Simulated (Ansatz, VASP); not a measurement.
**One calculation of Mo, two programs**

```
Mo
1.0
     2.71263    0.00000    0.00000
    -1.35632    2.34921    0.00000
     0.00000    0.00000    2.53461
Mo
1
Direct
  0.00000 0.00000 0.00000
```

Alike in both runs: task single point; functional PBEsol; k mesh 9 × 9 × 8; occupations gaussian, width 0.1 eV; no spin polarisation.

```csv
,VASP,Ansatz
version,VASP 6.6.1,Ansatz 0.2.0
potentials or method,"VASP PAW PBE potentials, release 64 (Mo_sv), cutoff 520 eV","scalar-relativistic, plane waves, PAW"
valence electrons in the cell,14,14
```

VASP gave:

* gap on the k mesh at the Fermi level (eV): none
* pressure (GPa): 2.6
* traceless stress, the component that is largest in VASP (GPa): -1.42

Task: Estimate Ansatz's values.

Result: gap on the k mesh at the Fermi level (eV): none; pressure (GPa): 2.0; traceless stress, the component that is largest in VASP (GPa): -1.53.

VASP's potentials were made for PBE, not for PBEsol. A gap of «none» marks a metal or a gap that the smearing closes.
